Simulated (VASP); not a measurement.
Wanted: the native input for a VASP 6.6.1 run.

```yaml
Task: single point
Functional: PBEsol
Potentials_or_basis: VASP PAW PBE potentials, release 64 (Cu)
Cutoff: 520 eV
k_mesh: 22 × 22 × 22
Occupations: gaussian, width 0.15 eV
Spin: no spin polarisation
Dipole_correction: no
Further_INCAR_settings: ALGO = Fast; EDIFF = 1e-06; NBANDS = 18
```

The structure of Cu lies in POSCAR:

```
Cu
1.0
    1.1164299391     -3.6433974164      0.0000000000
    1.1164299391      3.6433974164      0.0000000000
    0.0000000000      0.0000000000      2.9486578394
Cu
2
Direct
    0.1338666500      0.8661333500      0.2500000000
    0.8661333500      0.1338666500      0.7500000000
```

This cell differs from its parent crystal: ratio of the length along z to the lengths across it x 1.3, volume and fractional coordinates fixed.

The input as run:

INCAR

```
PREC = Accurate ; ENCUT = 520
EDIFF = 1E-6 ; ISMEAR = 0
SIGMA = 0.15 ; LREAL = False
LASPH = True ; NELM = 100
ALGO = Fast ; ISIF = 2
LWAVE = False ; LCHARG = False
GGA = PS ; NBANDS = 18
```

KPOINTS

```
Automatic mesh
0
Gamma
  22 22 22
```

Potentials or basis: VASP PAW PBE potentials, release 64 (Cu).

Command:

```bash
$ cat potpaw_PBE.64/Cu/POTCAR > POTCAR
$ mpirun -np 1 vasp_std > vasp.out
```

Results of the run:

- Pressure: 7.0 GPa
- Largest force: 0.035 eV/Å
- Band gap on the k mesh: zero (band 11 reaches 10.99 eV, above the bottom of band 12 at 5.49 eV)

Caveat: the PAW data sets were made with another functional, which shifts forces and pressure a little.

It took 19 min on 1 thread of Oxide Virtual Turin-like Processor (shared host), peak memory 0.59 GiB.
